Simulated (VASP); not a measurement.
Wanted: the native input for a VASP 6.6.1 run.

* Task: single point
* Functional: PBE
* Potentials or basis: VASP PAW PBE potentials, release 64 (Sn_d)
* Cutoff: 520 eV
* k mesh: 6 × 6 × 6
* Occupations: gaussian, width 0.1 eV
* Spin: no spin polarisation
* Dipole correction: no
* Further INCAR settings: ALGO = Fast; EDIFF = 1e-07; NBANDS = 36

The structure of Sn lies in POSCAR:

```
Sn
1.0
    0.0000000000      2.9964506900      5.2307448649
    2.7287529927      0.0000000000      5.2307448649
    2.7287529927      2.9964506900      0.0000000000
Sn
4
Direct
    0.7273942800      0.2726057200      0.7273942800
    0.2726057200      0.7273942800      0.2726057200
    0.7797693000      0.7797693000      0.2202307000
    0.2202307000      0.2202307000      0.7797693000
```

This cell differs from its parent crystal: Si replaced by Sn, lengths x 1.151, strained.

These files were run (other wordings do the same):

INCAR

```
SYSTEM = Sn
PREC     = Accurate       ! precision mode
ENCUT    = 520            ! plane-wave cutoff, eV
EDIFF    = 1E-7           ! SCF threshold, eV
ISMEAR   = 0              ! smearing method
SIGMA    = 0.1            ! smearing width, eV
LREAL    = .FALSE.        ! projectors in reciprocal space
LASPH    = .TRUE.         ! aspherical terms in the spheres
NELM     = 80             ! most SCF steps
ALGO     = Fast           ! electronic algorithm
ISIF     = 2              ! what is computed and relaxed
LWAVE    = .FALSE.        ! write WAVECAR
LCHARG   = .FALSE.        ! write CHGCAR
GGA      = PE             ! functional
NBANDS   = 36             ! bands
```

KPOINTS

```
Automatic mesh
0
G
  6 6 6
  0 0 0
```

Potentials or basis: VASP PAW PBE potentials, release 64 (Sn_d).

Command:

```console
$ cat potpaw_PBE.64/Sn_d/POTCAR > POTCAR
$ mpirun -np 1 vasp_std > vasp.out
```

Results of the run:

```yaml
Pressure: 27.6 GPa
Largest_force: 0.602 eV/Å
Band_gap_on_the_k_mesh: zero (band 28 reaches 13.18 eV, above the bottom of band 29 at 9.16 eV)
```

Caveat: the cell differs from its parent crystal (Si replaced by Sn, lengths x 1.151, strained); spin-orbit coupling is left out, which moves the levels of the heavy elements.

Run time: 88 s on 1 thread of Intel(R) Xeon(R) 6975P-C (Granite Rapids) (shared host), peak memory 0.29 GiB.
